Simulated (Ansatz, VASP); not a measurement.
Be3V: VASP beside Ansatz

File INCAR:

```
ALGO = Normal
EDIFF = 1E-6
ENCUT = 520
GGA = PE
ISIF = 2
ISMEAR = 0
ISPIN = 2
LASPH = True
LCHARG = False
LMAXMIX = 4
LORBIT = 11
LREAL = False
LWAVE = False
MAGMOM = 0 0 0 2
NBANDS = 22
NELM = 150
PREC = Accurate
SIGMA = 0.1
```

File KPOINTS:

```
k-points
0
Gamma
  14 14 14
```

Contents of POSCAR:

```
Be3V
1.0
    0.0000000000      2.6683789050      2.6683789050
    2.6683789050      0.0000000000      2.6683789050
    2.6683789050      2.6683789050      0.0000000000
Be V
3 1
Direct
    0.2500000000      0.2500000000      0.2500000000
    0.7500000000      0.7500000000      0.7500000000
    0.5000000000      0.5000000000      0.5000000000
    0.0000000000      0.0000000000      0.0000000000
```

Input for Ansatz:

```yaml
crystal:
  lattice:
    - [0.0, 2.668378905, 2.668378905]
    - [2.668378905, 0.0, 2.668378905]
    - [2.668378905, 2.668378905, 0.0]
  atoms:
    - { symbol: Be, position: [0.25, 0.25, 0.25] }
    - { symbol: Be, position: [0.75, 0.75, 0.75] }
    - { symbol: Be, position: [0.5, 0.5, 0.5] }
    - { symbol: V, position: [0.0, 0.0, 0.0], spin: 2.0 }
basis:
  ecutwfc: 420
kpoints:
  mp_grid: { grid: [14, 14, 14] }
hamiltonian:
  xc: pbe
scf:
  occupations: { method: gaussian, width: 0.1 }
  lower_state_search: "off"
output:
  forces: true
  stress: true
  eigenvalues: true
  populations: true
magnetization:
  spin_polarized: true
```

Alike in both runs: task single point; functional PBE; k mesh 14 × 14 × 14; occupations gaussian, width 0.1 eV; collinear spin.

```csv
,VASP,Ansatz
version,VASP 6.6.1,Ansatz 0.2.0
potentials or method,"VASP PAW PBE potentials, release 64 (Be, V_sv), cutoff 520 eV","scalar-relativistic, plane waves, PAW"
valence electrons in the cell,19,19
```

|  | VASP | Ansatz | Ansatz less VASP |
| --- | --- | --- | --- |
| gap on the k mesh at the Fermi level (eV) | none | none | - |
| pressure (GPa) | -0.8 | 0.0 | +0.80 |
| net moment per atom (μB) | 0.01 | 0.22 | +0.216 |
| size of the moment on the site where the two differ most (μB) | 0.02 | 0.75 | +0.729 |

The net moments are unlike, so the other rows may belong to different states. Site moments also hang on the region over which each program counts them. A gap of «none» marks a metal or a gap that the smearing closes.
